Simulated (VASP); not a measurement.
Wanted: the native input for a VASP 6.6.1 run.

```yaml
Task: single point
Functional: PBE
Dispersion: D3(BJ)
Potentials_or_basis: VASP PAW PBE potentials, release 64 (B, N)
Cutoff: 520 eV
k_mesh: 12 × 12 × 4
Occupations: methfessel-paxton, width 0.05 eV
Spin: no spin polarisation
Dipole_correction: no
Further_INCAR_settings: ALGO = Normal; EDIFF = 1e-07; NBANDS = 16
```

The structure of BN lies in POSCAR:

```
BN
1.0
    2.3890773168      0.0000000000      0.0000000000
   -1.1945386584      2.1703573356      0.0000000000
    0.0000000000      0.0000000000      6.5923998870
B N
2 2
Direct
    0.0000000000      0.0000000000      0.5000000000
    0.3333333333      0.6666666667      0.0000000000
    0.0000000000      0.0000000000      0.0000000000
    0.6666666667      0.3333333333      0.5000000000
```

This cell differs from its parent crystal: atoms displaced along a vibrational mode, the cell strained.

These files were run (other wordings do the same):

INCAR

```
PREC = Accurate ; ENCUT = 520
EDIFF = 1E-7 ; ISMEAR = 1
SIGMA = 0.05 ; LREAL = False
LASPH = True ; NELM = 80
ALGO = Normal ; ISIF = 2
LWAVE = False ; LCHARG = True
GGA = PE ; IVDW = 12
LELF = True ; LVHAR = True
NBANDS = 16
```

KPOINTS

```
regular mesh
0
Gamma
  12 12 4
```

Potentials or basis: VASP PAW PBE potentials, release 64 (B, N).

Command:

```sh
$ cat potpaw_PBE.64/B/POTCAR potpaw_PBE.64/N/POTCAR > POTCAR
$ mpirun -np 1 vasp_std > vasp.out
```

It gave:

```json
{
  "Pressure": "19.8 GPa",
  "Largest force": "0.808 eV/Å",
  "Band gap on the k mesh": "4.36 eV (least direct gap 4.68 eV)",
  "Dispersion energy per atom": "-0.149 eV"
}
```

Caveat: the cell differs from its parent crystal (atoms displaced along a vibrational mode, the cell strained); the cell stands under pressure.

It took 82 s on 1 thread of Intel Xeon 8259CL (shared host), peak memory 0.2 GiB.
